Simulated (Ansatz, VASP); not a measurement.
TaN: VASP beside Ansatz

Contents of INCAR:

```
SYSTEM = TaN
PREC     = Accurate       ! precision mode
ENCUT    = 520            ! plane-wave cutoff, eV
EDIFF    = 1E-6           ! SCF threshold, eV
ISMEAR   = 0              ! smearing method
SIGMA    = 0.1            ! smearing width, eV
LREAL    = .FALSE.        ! projectors in reciprocal space
LASPH    = .TRUE.         ! aspherical terms in the spheres
NELM     = 60             ! most SCF steps
ALGO     = Normal         ! electronic algorithm
ISIF     = 2              ! what is computed and relaxed
LWAVE    = .FALSE.        ! write WAVECAR
LCHARG   = .FALSE.        ! write CHGCAR
GGA      = PS             ! functional
NBANDS   = 24             ! bands
```

File KPOINTS:

```
regular mesh
0
G
  15 15 8
  0 0 0
```

Contents of POSCAR:

```
TaN
1.0
    2.9798510654      0.0000000000      0.0000000000
   -1.4899255328      2.5806267222      0.0000000000
    0.0000000000      0.0000000000      4.9745800000
Ta N
2 2
Direct
    0.3333333333      0.6666666667     -0.0060728745
    0.6666666667      0.3333333333      0.4939271255
    0.3333333333      0.6666666667      0.3910728745
    0.6666666667      0.3333333333      0.8910728745
```

Input for Ansatz:

```yaml
crystal:
  lattice:
    - [2.9798510654, 0.0, 0.0]
    - [-1.4899255328, 2.5806267222, 0.0]
    - [0.0, 0.0, 4.97458]
  atoms:
    - { symbol: Ta, position: [0.3333333333, 0.6666666667, -0.0060728745] }
    - { symbol: Ta, position: [0.6666666667, 0.3333333333, 0.4939271255] }
    - { symbol: "N", position: [0.3333333333, 0.6666666667, 0.3910728745] }
    - { symbol: "N", position: [0.6666666667, 0.3333333333, 0.8910728745] }
basis:
  ecutwfc: 420
kpoints:
  mp_grid: { grid: [15, 15, 8] }
hamiltonian:
  xc: pbesol
scf:
  occupations: { method: gaussian, width: 0.1 }
output:
  forces: true
  stress: true
  eigenvalues: true
```

Alike in both runs: task single point; functional PBEsol; k mesh 15 × 15 × 8; occupations gaussian, width 0.1 eV; no spin polarisation.

```csv
,VASP,Ansatz
version,VASP 6.6.1,Ansatz 0.2.0
potentials or method,"VASP PAW PBE potentials, release 64 (Ta_pv, N), cutoff 520 eV","scalar-relativistic, plane waves, PAW"
valence electrons in the cell,32,36
```

```csv
,VASP,Ansatz,Ansatz less VASP
gap on the k mesh at the Fermi level (eV),none,none,-
pressure (GPa),166.5,162.4,-4.15
"traceless stress, the component that is largest in VASP (GPa)",-60.17,-58.68,+1.498
rms of the force components (eV/Å),2.930,2.854,-0.0754
```

VASP's potentials were made for PBE, not for PBEsol. Atom by atom the forces differ by 0.075 eV/Å (rms over components). A gap of «none» marks a metal or a gap that the smearing closes. Both programs put the cell under a high pressure, so it lies far from rest at this level. VASP's potentials hold 32 valence electrons a cell and Ansatz's 36, so a difference there can come from the potentials and not from the codes.

Neither program's run includes spin-orbit coupling. Noted on VASP's run: the cell as given lies far from equilibrium.
